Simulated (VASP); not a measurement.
A run of VASP 6.6.1 is set up as follows.

INCAR

```
PREC     = Accurate       # precision mode
ENCUT    = 520            # plane-wave cutoff, eV
EDIFF    = 1E-7           # SCF threshold, eV
ISMEAR   = 0              # smearing method
SIGMA    = 0.05           # smearing width, eV
LREAL    = False          # projectors in reciprocal space
LASPH    = True           # aspherical terms in the spheres
NELM     = 80             # most SCF steps
ALGO     = Normal         # electronic algorithm
ISIF     = 2              # what is computed and relaxed
LWAVE    = False          # write WAVECAR
LCHARG   = False          # write CHGCAR
GGA      = CA             # functional
NBANDS   = 29             # bands
```

Contents of KPOINTS:

```
Automatic mesh
0
Gamma
  6 6 6
```

File POSCAR:

```
KCdF3
1.0
    4.2944472396      0.0000000000      0.0000000000
    0.0000000000      4.2944472396      0.0000000000
    0.0000000000      0.0000000000      4.3820890200
K Cd F
1 1 3
Direct
    0.0000000000      0.0000000000      0.0000000000
    0.5000000000      0.5000000000      0.5000000000
    0.0000000000      0.5000000000      0.5000000000
    0.5000000000      0.0000000000      0.5000000000
    0.5000000000      0.5000000000      0.0000000000
```

Potentials or basis: VASP PAW LDA potentials, release 64 (K_sv, Cd, F).

The run is started by

```bash
$ cat potpaw_LDA.64/K_sv/POTCAR potpaw_LDA.64/Cd/POTCAR potpaw_LDA.64/F/POTCAR > POTCAR
$ mpirun -np 1 vasp_std > vasp.out
```

(1) Estimate the band gap on the k mesh.

(2) Estimate the pressure.

Results:

(1) 2.74 eV (least direct gap 4.83 eV).

(2) -0.1 GPa.

Caveat: the cell differs from its parent crystal (strain -0.0200 x Voigt [1, 1, 0, 0, 0, 0]).
